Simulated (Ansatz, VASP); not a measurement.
## SnO: VASP beside Ansatz

```
Sn O
1.0
     3.80200    0.01426    0.00000
     0.01426    3.80200    0.00000
     0.00000    0.00000    4.83600
Sn O
2 2
Direct
  0.00000 0.50000 0.23850
  0.50000 0.00000 0.76150
  0.00000 0.00000 0.00000
  0.50000 0.50000 0.00000
```

Change from the starting cell: strain +0.0075 x Voigt [0, 0, 0, 0, 0, 1], atoms carried along.

Alike in both runs: task single point; functional PBE; k mesh 12 × 12 × 10; occupations gaussian, width 0.15 eV; no spin polarisation.

|  | VASP | Ansatz |
| --- | --- | --- |
| version | VASP 6.6.1 | Ansatz 0.2.0 |
| potentials or method | VASP PAW PBE potentials, release 64 (Sn_d, O), cutoff 520 eV | scalar-relativistic, plane waves, PAW |
| valence electrons in the cell | 40 | 40 |

```csv
,VASP,Ansatz,Ansatz less VASP
gap on the k mesh at the Fermi level (eV),none,none,-
pressure (GPa),4.4,4.2,-0.24
"traceless stress, the component that is largest in VASP (GPa)",-0.80,-0.82,-0.019
rms of the force components (eV/Å),0.179,0.144,-0.0350
```

Atom by atom the forces differ by 0.035 eV/Å (rms over components). A gap of «none» marks a metal or a gap that the smearing closes. With one functional, cell and mesh, what is left measures potentials, basis and numerics.
